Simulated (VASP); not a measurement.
# RbLi3Rh (Pm-3m) in VASP: a series of runs, part 2 of 2

VASP 6.6.1. Earlier steps stand in the parts before.

## 4. Relaxation of cell and atoms, PBE

This run uses another cell than the first one, of 19.46 Å³/atom, 0.926 times its volume.

File INCAR:

```
  ALGO = Normal
  EDIFF = 1E-7
  EDIFFG = -0.04
  ENCUT = 750
  GGA = PE
  GGA_COMPAT = F
  IBRION = 2
  ISIF = 3
  ISMEAR = 0
  LASPH = T
  LCHARG = F
  LREAL = F
  LWAVE = F
  NELM = 120
  NELMIN = 4
  NSW = 90
  PREC = Accurate
  SIGMA = 0.1
```

File KPOINTS:

```
k-points
0
Gamma
  4 4 4
```

File POSCAR:

```
RbLi3Rh
1.0
    4.5995815700      0.0000000000      0.0000000000
    0.0000000000      4.5995815700      0.0000000000
    0.0000000000      0.0000000000      4.5995815700
Rb Li Rh
1 3 1
Direct
    0.0000000000      0.0000000000      0.0000000000
    0.5000000000      0.0000000000      0.0000000000
    0.0000000000      0.5000000000      0.0000000000
    0.0000000000      0.0000000000      0.5000000000
    0.5000000000      0.5000000000      0.5000000000
```

Potentials or basis: VASP PAW PBE potentials, release 64 (Rb_sv, Li_sv, Rh_sv_GW).

Run with:

```sh
$ cat potpaw_PBE.64/Rb_sv/POTCAR potpaw_PBE.64/Li_sv/POTCAR potpaw_PBE.64/Rh_sv_GW/POTCAR > POTCAR
$ mpirun -np 1 vasp_std > vasp.out
```

OUTCAR:

```text
EDIFF = 1E-7
   EDIFFG = -0.04
   ENCUT = 750
   GGA = PE
   IBRION = 2
   ISIF = 3
   ISMEAR = 0
   LASPH = T
   LREAL = F
   NELM = 120
   NELMIN = 4
   NSW = 90
   PREC = Accurate

 ion  position               nearest neighbor table
   1  0.000  0.000  0.000-   2 2.30   3 2.30   4 2.30   4 2.30   3 2.30   2 2.30   5 3.98   5 3.98
                             5 3.98   5 3.98   5 3.98   5 3.98   5 3.98   5 3.98
   2  0.500  0.000  0.000-   1 2.30   1 2.30
   3  0.000  0.500  0.000-   1 2.30   1 2.30
   4  0.000  0.000  0.500-   1 2.30   1 2.30
   5  0.500  0.500  0.500-   1 3.98   1 3.98   1 3.98   1 3.98   1 3.98   1 3.98   1 3.98   1 3.98

  LATTYP: Found a simple cubic cell.
 ALAT       =     4.5995815700

  Lattice vectors:

 A1 = (   4.5995815700,   0.0000000000,   0.0000000000)
 A2 = (   0.0000000000,   4.5995815700,   0.0000000000)
 A3 = (   0.0000000000,   0.0000000000,   4.5995815700)

Analysis of symmetry for initial positions (statically):
=====================================================================
 Subroutine PRICEL returns:
 Original cell was already a primitive cell.

 Routine SETGRP: Setting up the symmetry group for a
 simple cubic supercell.

 Subroutine GETGRP returns: Found 48 space group operations
 (whereof 48 operations were pure point group operations)
 out of a pool of 48 trial point group operations.

The static configuration has the point symmetry O_h .

Analysis of symmetry for dynamics (positions and initial velocities):
=====================================================================
 Subroutine PRICEL returns:
 Original cell was already a primitive cell.

 Routine SETGRP: Setting up the symmetry group for a
 simple cubic supercell.

 Subroutine GETGRP returns: Found 48 space group operations
 (whereof 48 operations were pure point group operations)
 out of a pool of 48 trial point group operations.

The dynamic configuration has the point symmetry O_h .

 Subroutine INISYM returns: Found 48 space group operations
 (whereof 48 operations are pure point group operations),
 and found     1 'primitive' translations
[... 96 lines left out ...]
   PSTRESS=    0.0 pullay stress
   NELECT =      35.0000    total number of electrons
   NUPDOWN=      -1.0000    fix difference up-down
   EMIN   =  10.00;   EMAX   =-10.00  energy-range for DOS
   EFERMI =   0.00;   METHOD = LEGACY
   ISMEAR =     0;   SIGMA  =   0.10  broadening in eV -4-tet -1-fermi 0-gaus
   EFERMI_NEDOS =   21; number of points for ismear=-14 and -15
   IALGO  =     38    algorithm
   IMIX   =      4    mixing-type and parameters
     AMIX     =   0.40;   BMIX     =  1.00
     AMIX_MAG =   1.60;   BMIX_MAG =  1.00
  volume/ion in A,a.u.               =      19.46       131.34
  Fermi-wavevector in a.u.,A,eV,Ry     =   1.164249  2.200111 18.442365  1.355476
  Thomas-Fermi vector in A             =   2.300789
   LORBIT       =      0    0 simple, 1 ext, 2 COOP (PROOUT), +10 PAW based schemes
   GGA     = PE    functional components
   LHFCALC =     F    Hartree Fock is set to
   AEXX    =    0.0000 exact exchange contribution
   IVDW    =     0    specifies the selected vdW correction
   LEPSILON=     F    determine dielectric tensor
   LRPA    =     F    only Hartree local field effects (RPA)
 conjugate gradient relaxation of ions
 non-spin polarized calculation
 Gauss-broadening in eV      SIGMA  =   0.10
  energy-cutoff  :      750.00
  volume of cell :       97.31
 maximum number of plane-waves:      4632
 NGX is ok and might be reduce to    42
   NGX = 21   NGY = 21   NGZ = 21

--------------------------------------- Ionic step        1  -------------------------------------------

 number of electron      34.9999991 magnetization

 Free energy of the ion-electron system (eV)
  ---------------------------------------------------
  ext. energy  EPLUGINS =         0.00000000
  ---------------------------------------------------
  free energy    TOTEN  =        -7.28394662 eV

  energy without entropy =       -7.26056207  energy(sigma->0) =       -7.27225434

------------------------ aborting loop because EDIFF is reached ----------------------------------------

  FORCE on cell =-STRESS in cart. coord.  units (eV):
  Direction    XX          YY          ZZ          XY          YZ          ZX
  --------------------------------------------------------------------------------------
  -------------------------------------------------------------------------------------
  Total        0.8681626      0.8681626      0.8681626      0.0000000     -0.0000000     -0.0000000
  in kB       14.2940948     14.2940948     14.2940948      0.0000000     -0.0000000     -0.0000000
  external PRESSURE =      14.2940948 kB  Pullay stress =       0.0000000 kB
[... 65 lines left out ...]
--------------------------------------- Ionic step        3  -------------------------------------------

 number of electron      34.9999986 magnetization

 Free energy of the ion-electron system (eV)
  ---------------------------------------------------
  ext. energy  EPLUGINS =         0.00000000
  ---------------------------------------------------
  free energy    TOTEN  =        -7.31363892 eV

  energy without entropy =       -7.28967457  energy(sigma->0) =       -7.30165675

 E-fermi :   2.2018     XC(G=0):  -8.6290

 val. band max:        2.1995850265   @ k =   0.5000   0.5000   0.0000
 cond. band min:       2.2086147137   @ k =   0.5000   0.5000   0.2500
 fundamental gap:      0.0090296872
 Fermi energy:         2.2018432324

 k-point     1 :       0.0000    0.0000    0.0000
  band No.  band energies     occupation
      1     -74.5126      2.00000
      2     -45.6111      2.00000
      3     -45.6002      2.00000
      4     -45.6002      2.00000
      5     -42.4081      2.00000
      6     -42.4081      2.00000
[... 261 lines left out ...]
  FREE ENERGIE OF THE ION-ELECTRON SYSTEM (eV)
  ---------------------------------------------------
  free  energy   TOTEN  =        -7.3136389201 eV

  energy  without entropy=       -7.2896745705  energy(sigma->0) =       -7.30165675

 reached required accuracy - stopping structural energy minimisation
```

OSZICAR:

```text
N       E                     dE             d eps       ncg     rms          rms(c)
DAV:   1     0.442069082719E+03    0.44207E+03   -0.21637E+04   428   0.220E+03
DAV:   2     0.416151715058E+02   -0.40045E+03   -0.39418E+03   537   0.836E+02
DAV:   3     0.660397323814E+00   -0.40955E+02   -0.40346E+02   608   0.172E+02
[... 43 lines left out ...]
DAV:  10    -0.731363842257E+01    0.88352E-05   -0.21429E-05   625   0.257E-02    0.431E-03
DAV:  11    -0.731363802122E+01    0.40134E-06   -0.33652E-06   612   0.114E-02    0.282E-03
DAV:  12    -0.731363872527E+01   -0.70405E-06   -0.35774E-07   471   0.427E-03    0.152E-03
DAV:  13    -0.731363890014E+01   -0.17486E-06   -0.48186E-08   308   0.281E-03    0.217E-04
DAV:  14    -0.731363892011E+01   -0.19974E-07   -0.15981E-08   315   0.148E-03
   3 F= -.73136389E+01 E0= -.73016567E+01  d E =-.296923E-01
```

Wall time 90 s (1 thread of Intel Xeon 6975P-C (Granite Rapids), shared host); peak memory 0.31 GiB.

Results:

```
Free energy                            : -7.3136 eV
Relaxed volume                         : 21.04 Å³/atom
Relaxed cell                           : a = 4.721 Å, b = 4.721 Å, c = 4.721 Å, α = 90.00°, β = 90.00°, γ = 90.00°
Space group after relaxing (to 0.05 Å) : Pm-3m (No. 221)
Energy gained by relaxing              : 5.9 meV/atom
Ionic steps                            : 3
Pressure after relaxing                : -0.1 GPa
```

Step by step:
```
step  energy change (eV)  largest force (eV/Å)  pressure (GPa)  volume (Å³)
   1              0.0000                0.0000            1.43        97.31
   2             -0.0177                0.0000            0.88        99.78
   3             -0.0297                0.0000           -0.12       105.21
```

Final structure:
```
Rb Li Rh
1.0
     4.72080    0.00000    0.00000
     0.00000    4.72080    0.00000
     0.00000    0.00000    4.72080
Rb Li Rh
1 3 1
Direct
  0.00000 0.00000 0.00000
  0.50000 0.00000 0.00000
  0.00000 0.50000 0.00000
  0.00000 0.00000 0.50000
  0.50000 0.50000 0.50000
```

## 5. Summary

```csv
task,potentials or basis,spin,cell,k mesh,cutoff (eV),second run,gap on the mesh (eV)
single point,"VASP PAW PBE potentials, release 64 (Rb_sv, Li_sv, Rh_pv)",off,"a = 4.719 Å, 5 atoms",8 × 8 × 8,520,-,none
single point,"VASP PAW PBE potentials, release 64 (Rb_sv, Li_sv, Rh_pv)","collinear, ferromagnetic start","a = 4.708 Å, 5 atoms",4 × 4 × 4,520,-,none
relaxation of cell and atoms,"VASP PAW PBE potentials, release 64 (Rb_sv, Li_sv, Rh_sv_GW)",off,"relaxed from a = 4.600 Å, 5 atoms",4 × 4 × 4,750,valence_matched,none
```

Alike in all rows: level PBE; smearing gaussian 0.1 eV.

Caveats: the cutoff is under 1.25 times the usual one of these potentials, so pressure, stress and relaxed cells hold a basis-set (Pulay) error (some runs).

Absolute energies hang on the potentials; compare differences alone.
